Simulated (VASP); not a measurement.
# LuTlAu4 (P4/mmm) in VASP: further runs

The runs below take LuTlAu4 through single point, with PBE.

All numbers are computed with VASP 6.6.1; they aren't measurements. Logs are shortened: lines on timing, memory, paths and dates and some standing lists are left out, and cuts for length are marked.

**1. The cell of the first run**

It takes space group P4/mmm (No. 123, tetragonal). Conventional cell: a = 4.010 Å, b = 4.010 Å, c = 10.614 Å, α = 90.00°, β = 90.00°, γ = 90.00°. Lu (site symmetry 4/mmm) has 4 Au at 2.84 Å within 3.7 Å. Tl (site symmetry 4/mmm) has 6 Au at 2.71 to 2.84 Å within 3.6 Å. Au (site symmetry 4mm) has 1 Au at 2.60 Å and 1 Tl at 2.71 Å within 3.4 Å. Within 3.4 Å of Au (site symmetry 4/mmm) lie 2 Au at 2.60 Å and 4 Lu at 2.84 Å. Au (site symmetry 4/mmm) has 4 Tl at 2.84 Å within 3.7 Å.

**2. Single point, PBE**

INCAR reads:

```
SYSTEM = LuTlAu4
PREC = Accurate ; ENCUT = 520
EDIFF = 1E-6 ; ISMEAR = 0
SIGMA = 0.1 ; LREAL = .False.
LASPH = .True. ; NELM = 100
ALGO = Fast ; ISIF = 2
LWAVE = .False. ; LCHARG = .False.
GGA = PE ; NBANDS = 50
```

KPOINTS reads:

```
Automatic mesh
0
Gamma
  4 4 2
  0 0 0
```

POSCAR reads:

```
LuTlAu4
1.0
    4.0103689242      0.0000000000      0.0000000000
    0.0000000000      4.0103689242      0.0000000000
    0.0000000000      0.0000000000     10.6143106551
Lu Tl Au
1 1 4
Direct
    0.5000000000      0.5000000000      0.5000000000
    0.0000000000      0.0000000000      0.0000000000
    0.0000000000      0.0000000000      0.7451364768
    0.0000000000      0.0000000000      0.2548635232
    0.0000000000      0.0000000000      0.5000000000
    0.5000000000      0.5000000000      0.0000000000
```

Potentials or basis: VASP PAW PBE potentials, release 64 (Lu, Tl_d, Au).

Command:

```bash
$ cat potpaw_PBE.64/Lu/POTCAR potpaw_PBE.64/Tl_d/POTCAR potpaw_PBE.64/Au/POTCAR > POTCAR
$ mpirun -np 1 vasp_std > vasp.out
```

OUTCAR:

```text
SYSTEM = LuTlAu4
   PREC = Accurate
   ENCUT = 520
   EDIFF = 1E-6
   ISMEAR = 0
   LREAL = .False.
   LASPH = .True.
   NELM = 100
   ISIF = 2
   GGA = PE

 ion  position               nearest neighbor table
   1  0.500  0.500  0.500-   5 2.84   5 2.84   5 2.84   5 2.84
   2  0.000  0.000  0.000-   3 2.71   4 2.71   6 2.84   6 2.84   6 2.84   6 2.84
   3  0.000  0.000  0.745-   5 2.60   2 2.71
   4  0.000  0.000  0.255-   5 2.60   2 2.71
   5  0.000  0.000  0.500-   3 2.60   4 2.60   1 2.84   1 2.84   1 2.84   1 2.84
   6  0.500  0.500  0.000-   2 2.84   2 2.84   2 2.84   2 2.84

  LATTYP: Found a simple tetragonal cell.
 ALAT       =     4.0103689242
 C/A-ratio  =     2.6467167624

  Lattice vectors:

 A1 = (   4.0103689242,   0.0000000000,   0.0000000000)
 A2 = (   0.0000000000,   4.0103689242,   0.0000000000)
 A3 = (   0.0000000000,   0.0000000000,  10.6143106551)

Analysis of symmetry for initial positions (statically):
=====================================================================
 Subroutine PRICEL returns:
 Original cell was already a primitive cell.

 Routine SETGRP: Setting up the symmetry group for a
 simple tetragonal supercell.

 Subroutine GETGRP returns: Found 16 space group operations
 (whereof 16 operations were pure point group operations)
 out of a pool of 16 trial point group operations.

The static configuration has the point symmetry D_4h.

Analysis of symmetry for dynamics (positions and initial velocities):
=====================================================================
 Subroutine PRICEL returns:
 Original cell was already a primitive cell.

 Routine SETGRP: Setting up the symmetry group for a
 simple tetragonal supercell.

 Subroutine GETGRP returns: Found 16 space group operations
 (whereof 16 operations were pure point group operations)
 out of a pool of 16 trial point group operations.

The dynamic configuration has the point symmetry D_4h.

 Subroutine INISYM returns: Found 16 space group operations
 (whereof 16 operations are pure point group operations),
 and found     1 'primitive' translations

----------------------------------------------------------------------------------------

                                     Primitive cell

  volume of cell :     170.7106

  direct lattice vectors                    reciprocal lattice vectors
     4.010368924  0.000000000  0.000000000     0.249353618  0.000000000  0.000000000
[... 84 lines left out ...]
   NSW    =      0    number of steps for IOM
   IBRION =     -1    ionic relax: 0-MD 1-quasi-New 2-CG
   NFREE  =      0    steps in history (QN), initial steepest desc. (CG)
   ISIF   =      2    stress and relaxation
   ISYM   =      2    0-nonsym 1-usesym 2-fastsym
   POTIM  = 0.5000    time-step for ionic-motion
   TEBEG  =    0.0;   TEEND  =   0.0 temperature during run
   PSTRESS=    0.0 pullay stress
   NELECT =      82.0000    total number of electrons
   NUPDOWN=      -1.0000    fix difference up-down
   EMIN   =  10.00;   EMAX   =-10.00  energy-range for DOS
   EFERMI =   0.00;   METHOD = LEGACY
   ISMEAR =     0;   SIGMA  =   0.10  broadening in eV -4-tet -1-fermi 0-gaus
   EFERMI_NEDOS =   21; number of points for ismear=-14 and -15
   IALGO  =     68    algorithm
   IMIX   =      4    mixing-type and parameters
     AMIX     =   0.40;   BMIX     =  1.00
     AMIX_MAG =   1.60;   BMIX_MAG =  1.00
  volume/ion in A,a.u.               =      28.45       192.00
  Fermi-wavevector in a.u.,A,eV,Ry     =   1.282112  2.422840 22.365409  1.643811
  Thomas-Fermi vector in A             =   2.414443
   LORBIT       =      0    0 simple, 1 ext, 2 COOP (PROOUT), +10 PAW based schemes
   GGA     = PE    functional components
   LHFCALC =     F    Hartree Fock is set to
   AEXX    =    0.0000 exact exchange contribution
   IVDW    =     0    specifies the selected vdW correction
   LEPSILON=     F    determine dielectric tensor
   LRPA    =     F    only Hartree local field effects (RPA)
 non-spin polarized calculation
 RMM-DIIS sequential band-by-band and
 Gauss-broadening in eV      SIGMA  =   0.10
  energy-cutoff  :      520.00
  volume of cell :      170.71
 maximum number of plane-waves:      4647
 NGX is ok and might be reduce to    30
   NGX = 15   NGY = 15   NGZ = 39

 number of electron      82.0000022 magnetization

 Free energy of the ion-electron system (eV)
  ---------------------------------------------------
  ext. energy  EPLUGINS =         0.00000000
  ---------------------------------------------------
  free energy    TOTEN  =       -18.65070373 eV

  energy without entropy =      -18.63328820  energy(sigma->0) =      -18.64199597

 E-fermi :   3.9997     XC(G=0):  -9.7957

 val. band max:        3.9857109036   @ k =   0.5000   0.5000   0.0000
 cond. band min:       4.0251952088   @ k =   0.2500   0.2500   0.0000
 fundamental gap:      0.0394843053
 Fermi energy:         3.9997373660

 k-point     1 :       0.0000    0.0000    0.0000
  band No.  band energies     occupation
      1     -53.7140      2.00000
      2     -24.4763      2.00000
      3     -24.2427      2.00000
      4     -24.2427      2.00000
      5      -7.4765      2.00000
      6      -7.3289      2.00000
[... 625 lines left out ...]
     49       8.5449      0.00000
     50       8.5563      0.00000

------------------------ aborting loop because EDIFF is reached ----------------------------------------

  FORCE on cell =-STRESS in cart. coord.  units (eV):
  Direction    XX          YY          ZZ          XY          YZ          ZX
  --------------------------------------------------------------------------------------
  -------------------------------------------------------------------------------------
  Total       -0.0604069     -0.0604069     -0.2632509      0.0000000      0.0000000     -0.0000000
  in kB       -0.5669399     -0.5669399     -2.4707001      0.0000000      0.0000000     -0.0000000
  external PRESSURE =      -1.2015266 kB  Pullay stress =       0.0000000 kB

 VOLUME and BASIS-vectors are now :
 -----------------------------------------------------------------------------
  energy-cutoff  :      520.00
  volume of cell :      170.71
      direct lattice vectors                 reciprocal lattice vectors
     4.010368924  0.000000000  0.000000000     0.249353618  0.000000000  0.000000000
     0.000000000  4.010368924  0.000000000     0.000000000  0.249353618  0.000000000
     0.000000000  0.000000000 10.614310655     0.000000000  0.000000000  0.094212430

 POSITION                                       TOTAL-FORCE (eV/Angst)
 -----------------------------------------------------------------------------------
      2.00518      2.00518      5.30716         0.000000     -0.000000      0.000000
      0.00000      0.00000      0.00000         0.000000     -0.000000      0.000000
      0.00000      0.00000      7.90911        -0.000000     -0.000000     -0.012999
      0.00000      0.00000      2.70520         0.000000      0.000000      0.012999
      0.00000      0.00000      5.30716         0.000000     -0.000000      0.000000
      2.00518      2.00518      0.00000         0.000000     -0.000000      0.000000
 -----------------------------------------------------------------------------------
    total drift:                                0.000000      0.000000      0.000000

  FREE ENERGIE OF THE ION-ELECTRON SYSTEM (eV)
  ---------------------------------------------------
  free  energy   TOTEN  =       -18.6507037328 eV

  energy  without entropy=      -18.6332882043  energy(sigma->0) =      -18.64199597
```

OSZICAR:

```text
N       E                     dE             d eps       ncg     rms          rms(c)
DAV:   1     0.628034599216E+03    0.62803E+03   -0.36871E+04  1824   0.396E+03
DAV:   2     0.655087171517E+02   -0.56253E+03   -0.52355E+03  1400   0.729E+02
DAV:   3    -0.134720193906E+02   -0.78981E+02   -0.74969E+02  1462   0.143E+02
[... 34 lines left out ...]
RMM:  38    -0.186507023559E+02   -0.92442E-06   -0.17648E-05   983   0.737E-03    0.425E-02
RMM:  39    -0.186507026841E+02   -0.32820E-06   -0.13999E-05  1001   0.802E-03    0.371E-02
RMM:  40    -0.186507028394E+02   -0.15534E-06   -0.12701E-05  1100   0.855E-03    0.295E-02
RMM:  41    -0.186507030399E+02   -0.20051E-06   -0.10833E-05  1152   0.903E-03    0.195E-02
RMM:  42    -0.186507037328E+02   -0.69283E-06   -0.96906E-06  1190   0.913E-03
   1 F= -.18650704E+02 E0= -.18641996E+02  d E =-.174155E-01
```

stdout:

```text
POSCAR found type information on POSCAR LuTlAu
 POSCAR found :  3 types and       6 ions
 scaLAPACK will be used
 LDA part: xc-table for (Slater+PW92), standard interpolation
 POSCAR, INCAR and KPOINTS ok, starting setup
 FFT: planning ... GRIDC
 FFT: planning ... GRID_SOFT
 FFT: planning ... GRID
 WAVECAR not read
 entering main loop
WARNING in EDDRMM: call to ZHEGV failed, returncode =   8  4     21
WARNING in EDDRMM: call to ZHEGV failed, returncode =   6  3     34
WARNING in EDDRMM: call to ZHEGV failed, returncode =   6  3     26
WARNING in EDDRMM: call to ZHEGV failed, returncode =   6  3     25
WARNING in EDDRMM: call to ZHEGV failed, returncode =   6  3     21
WARNING in EDDRMM: call to ZHEGV failed, returncode =   6  3     31
WARNING in EDDRMM: call to ZHEGV failed, returncode =   8  4     25
WARNING in EDDRMM: call to ZHEGV failed, returncode =   6  3     25
WARNING in EDDRMM: call to ZHEGV failed, returncode =   6  3     30
```

Run time: 5.2 min. Hardware: 1 thread of Oxide Virtual Turin-like, shared host; peak memory 0.29 GiB.

Results:

```
Free energy            : -18.6507 eV
Pressure               : -0.1 GPa
Largest force          : 0.013 eV/Å
Band gap on the k mesh : zero (band 41 reaches 5.83 eV, above the bottom of band 42 at 3.57 eV)
```

Forces on the atoms (eV/Å):
```
Lu   0.000  0.000  0.000
Tl   0.000  0.000  0.000
Au   0.000  0.000 -0.013
Au   0.000  0.000  0.013
Au   0.000  0.000  0.000
Au   0.000  0.000  0.000
```

Levels at points of the mesh, in eV from the Fermi level:
| k point | band 38 | band 39 | band 40 | band 41 | band 42 | band 43 | band 44 | band 45 |
| --- | --- | --- | --- | --- | --- | --- | --- | --- |
| (0.00, 0.00, 0.00) | -2.52 | -2.52 | -0.13 | 0.87 | 2.08 | 2.55 | 2.74 | 2.74 |
| (0.50, 0.00, 0.00) | -2.57 | -2.09 | -1.87 | -1.63 | 0.64 | 0.66 | 1.07 | 1.10 |
| (0.50, 0.50, 0.00) | -0.92 | -0.79 | -0.79 | -0.79 | -0.01 | 0.79 | 0.79 | 1.53 |
| (0.00, 0.00, 0.50) | -2.59 | -2.37 | -2.32 | 1.83 | 2.08 | 2.63 | 2.63 | 3.17 |
| (0.50, 0.00, 0.50) | -2.25 | -2.15 | -2.03 | -1.82 | -0.40 | 0.65 | 0.66 | 2.13 |
| (0.50, 0.50, 0.50) | -0.98 | -0.42 | -0.42 | -0.15 | -0.01 | 0.20 | 0.37 | 0.37 |

Caveat: the k points lie up to 0.39 Å⁻¹ apart; spin-orbit coupling is left out, which moves the levels of the heavy elements.

**3. Single point, PBE**

This run uses another cell than the first one, of 21.99 Å³/atom, 0.773 times its volume.

INCAR reads:

```
  ALGO = Normal
  EDIFF = 1E-6
  ENCUT = 520
  GGA = PE
  ISIF = 2
  ISMEAR = 0
  LASPH = T
  LCHARG = F
  LREAL = F
  LWAVE = F
  NBANDS = 50
  NELM = 60
  PREC = Accurate
  SIGMA = 0.1
```

KPOINTS reads:

```
k-points
0
Gamma
  4 4 2
```

POSCAR reads:

```
LuTlAu4
1.0
    3.9588035000      0.0000000000      0.0000000000
    0.0000000000      3.9588035000      0.0000000000
    0.0000000000      0.0000000000      8.4200198800
Lu Tl Au
1 1 4
Direct
    0.5000000000      0.5000000000      0.5000000000
    0.0000000000      0.0000000000      0.0000000000
    0.0000000000      0.0000000000      0.7073945100
    0.0000000000      0.0000000000      0.2926054900
    0.0000000000      0.0000000000      0.5000000000
    0.5000000000      0.5000000000      0.0000000000
```

Potentials or basis: VASP PAW PBE potentials, release 64 (Lu, Tl_d, Au).

Command:

```bash
$ cat potpaw_PBE.64/Lu/POTCAR potpaw_PBE.64/Tl_d/POTCAR potpaw_PBE.64/Au/POTCAR > POTCAR
$ mpirun -np 1 vasp_std > vasp.out
```

Wall time 85 s (1 thread of Oxide Virtual Turin-like, shared host); peak memory 0.24 GiB.

It converged, with:

```
Free energy            : 9.6534 eV
Pressure               : 87.6 GPa
Largest force          : 48.759 eV/Å
Band gap on the k mesh : zero (band 41 reaches 8.90 eV, above the bottom of band 42 at 6.57 eV)
```

Forces in eV/Å, atoms in the order of the input:
```
Lu    0.000   0.000   0.000
Tl    0.000   0.000   0.000
Au    0.000   0.000  48.759
Au    0.000   0.000 -48.759
Au    0.000   0.000   0.000
Au    0.000   0.000   0.000
```

Stress tensor (GPa, compression positive):
```
 10.29   0.00   0.00
  0.00  10.29   0.00
  0.00   0.00 242.37
```

Levels at points of the mesh, in eV from the Fermi level:
```
           k point  band 37  band 38  band 39  band 40  band 41  band 42  band 43  band 44  band 45  band 46
(0.00, 0.00, 0.00)    -2.74    -1.04    -1.04     1.58     1.93     1.93     1.95     2.19     2.19     2.85
(0.50, 0.00, 0.00)    -2.83    -2.62    -2.00    -1.80    -1.02     0.21     1.12     1.31     1.93     2.84
(0.50, 0.50, 0.00)    -1.99    -1.99    -1.42    -1.42    -1.16    -0.41     0.57     0.57     0.71     0.71
(0.00, 0.00, 0.50)    -1.62    -1.62    -1.40    -1.39     1.58     2.11     2.11     2.94     3.37     3.37
(0.50, 0.00, 0.50)    -3.25    -2.57    -1.27    -1.26    -0.75     0.28     0.42     0.52     2.26     2.84
(0.50, 0.50, 0.50)    -2.14    -1.75    -0.55    -0.55    -0.38     0.27     0.34     0.34     0.77     0.77
```

Caveat: the k points lie up to 0.40 Å⁻¹ apart; spin-orbit coupling is left out, which moves the levels of the heavy elements; forces of over 1 eV/Å act on the atoms, so gaps and moduli don't describe the material at rest.

[end of part 1 of 2]
